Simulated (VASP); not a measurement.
Set up this calculation in VASP 6.6.1, as the native input.

| Property | Result |
| --- | --- |
| Task | relaxation of cell and atoms |
| Functional | PBEsol |
| Dispersion | D4 |
| Potentials or basis | VASP PAW PBE potentials, release 64 (La, O) |
| Cutoff | 600 eV |
| k mesh | 8 × 8 × 5 |
| Occupations | fermi-dirac, width 0.05 eV |
| Spin | no spin polarisation |
| Dipole correction | no |
| Further INCAR settings | ALGO = Normal; EDIFF = 1e-06; IBRION = 2; EDIFFG = -0.01; NSW = 60; ISIF = 3 |

The structure of La2O3 lies in POSCAR:

```
La2O3
1.0
    3.9307778780      0.0000000000      0.0000000000
   -1.9653889390      3.4041534990      0.0000000000
    0.0000000000      0.0000000000      6.1119535200
La O
2 3
Direct
    0.3333333333      0.6666666667      0.2462356800
    0.6666666667      0.3333333333      0.7537643200
    0.0000000000      0.0000000000      0.0000000000
    0.3333333333      0.6666666667      0.6458906500
    0.6666666667      0.3333333333      0.3541093500
```

These files were run (other wordings do the same):

INCAR

```
PREC = Accurate ; ENCUT = 600
EDIFF = 1E-6 ; ISMEAR = -1
SIGMA = 0.05 ; LREAL = F
LASPH = T ; NELM = 100
ALGO = Normal ; ISIF = 3
LWAVE = F ; LCHARG = F
GGA = PS ; IVDW = 13
IBRION = 2 ; NSW = 60
EDIFFG = -0.01
```

KPOINTS

```
regular mesh
0
Gamma
  8 8 5
```

Potentials or basis: VASP PAW PBE potentials, release 64 (La, O).

Launch:

```bash
$ cat potpaw_PBE.64/La/POTCAR potpaw_PBE.64/O/POTCAR > POTCAR
$ mpirun -np 1 vasp_std > vasp.out
```

It gave:

* Relaxed volume: 15.69 Å³/atom
* Relaxed cell: a = 3.893 Å, b = 3.893 Å, c = 5.979 Å, α = 90.00°, β = 90.00°, γ = 120.00°
* Space group after relaxing (to 0.05 Å): P-3m1 (No. 164)
* Energy gained by relaxing: 10.1 meV/atom
* Ionic steps: 13
* Pressure after relaxing: 0.0 GPa
* Largest force after relaxing: 0.006 eV/Å
* Band gap on the k mesh: 3.85 eV, indirect (least direct gap 3.97 eV)
* Dispersion energy per atom: -0.159 eV

Caveat: the PAW data sets were made with another functional, which shifts forces and pressure a little; spin-orbit coupling is left out, which moves the levels of the heavy elements.

Run time: 14 min on 1 thread of AMD EPYC 7R13 Processor (Zen 3), with other jobs on the host, peak memory 0.26 GiB.
